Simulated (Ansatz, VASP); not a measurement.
## One calculation of ReOs2, two programs

File INCAR:

```
ALGO     = Normal         # electronic algorithm
EDIFF    = 1E-6           # SCF threshold, eV
EDIFFG   = -0.04          # ionic threshold
ENCUT    = 600            # plane-wave cutoff, eV
GGA      = PE             # functional
IBRION   = 2              # ionic algorithm
ISIF     = 3              # what is computed and relaxed
ISMEAR   = 0              # smearing method
LASPH    = True           # aspherical terms in the spheres
LCHARG   = False          # write CHGCAR
LREAL    = False          # projectors in reciprocal space
LWAVE    = False          # write WAVECAR
NELM     = 100            # most SCF steps
NSW      = 90             # ionic steps
PREC     = Accurate       # precision mode
SIGMA    = 0.1            # smearing width, eV
```

The input KPOINTS:

```
k-points
0
Gamma
  6 6 6
```

The input POSCAR:

```
ReOs2
1.0
    3.4509109429      0.0000000000      0.0000000000
   -1.7254554715      2.9885765428      0.0000000000
    0.0000000000      0.0000000000      3.7260666328
Re Os
1 2
Direct
    0.0000000000      0.0000000000      0.0000000000
    0.3333333333      0.6666666667      0.5000000000
    0.6666666667      0.3333333333      0.5000000000
```

Input for Ansatz:

```yaml
crystal:
  lattice:
    - [3.4509109429, 0.0, 0.0]
    - [-1.7254554715, 2.9885765428, 0.0]
    - [0.0, 0.0, 3.7260666328]
  atoms:
    - { symbol: Re, position: [0.0, 0.0, 0.0] }
    - { symbol: Os, position: [0.3333333333, 0.6666666667, 0.5] }
    - { symbol: Os, position: [0.6666666667, 0.3333333333, 0.5] }
basis:
  ecutwfc: 420
kpoints:
  mp_grid: { grid: [6, 6, 6] }
hamiltonian:
  xc: pbe
scf:
  occupations: { method: gaussian, width: 0.1 }
  lower_state_search: "off"
output:
  forces: true
  stress: true
  eigenvalues: true
relax:
  adjacent_minimum: "off"
  f_tol: 0.04
  max_steps: 70
  cell: { stress_tol: 0.4 }
```

Alike in both runs: task relaxation of cell and atoms; functional PBE; k mesh 6 × 6 × 6; occupations gaussian, width 0.1 eV; no spin polarisation.

|  | VASP | Ansatz |
| --- | --- | --- |
| version | VASP 6.6.1 | Ansatz 0.2.0 |
| potentials or method | VASP PAW PBE potentials, release 64 (Re, Os), cutoff 600 eV | scalar-relativistic, plane waves, PAW |
| valence electrons in the cell | 23 | 47 |

```tsv
	VASP	Ansatz	Ansatz less VASP
gap on the k mesh at the Fermi level, each at its own relaxed structure (eV)	none	none	-
relaxed volume (Å³/atom)	14.80	14.80	+0.001
relaxed cell length with the largest relative difference (Å)	2.738	2.738	+0.0004
```

A gap of «none» marks a metal or a gap that the smearing closes. VASP's potentials hold 23 valence electrons a cell and Ansatz's 47, so a difference there can come from the potentials and not from the codes.

Spin-orbit coupling is off throughout. Noted on VASP's run: the volume moved by over 15 % at a fixed basis, so the end points are rough.
